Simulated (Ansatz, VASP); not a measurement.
One calculation of SnO, two programs

```
CELL_PARAMETERS angstrom
3.84859 0.00000 0.00000
0.00000 3.84859 0.00000
0.00000 0.00000 4.90450
ATOMIC_POSITIONS crystal
Sn 0.50000 0.00000 0.23642
Sn 0.00000 0.50000 0.76358
O 0.00000 0.00000 0.00000
O 0.50000 0.50000 0.00000
```

Change from the starting cell: volume scaled by 1.04, ions relaxed.

Alike in both runs: functional PBE; k mesh 12 × 12 × 10; occupations fermi-dirac, width 0.05 eV; no spin polarisation.

Ansatz relaxed the structure, and its values are those at the end. VASP's run is a single point on that final structure, the one shown.

```csv
,VASP,Ansatz
version,VASP 6.6.1,Ansatz 0.2.0
potentials or method,"VASP PAW PBE potentials, release 64 (Sn_d, O)","plane-wave PAW, scalar-relativistic"
plane-wave cutoff (eV),520,420
valence electrons in the cell,40,40
```

VASP gave:

- pressure (GPa): 1.3
- rms of the force components (eV/Å): 0.035

Question: Which values does Ansatz return?

Answer: Pressure (GPa): 1.1; rms of the force components (eV/Å): 0.003.

Ansatz's warnings: stress scf threshold loose.
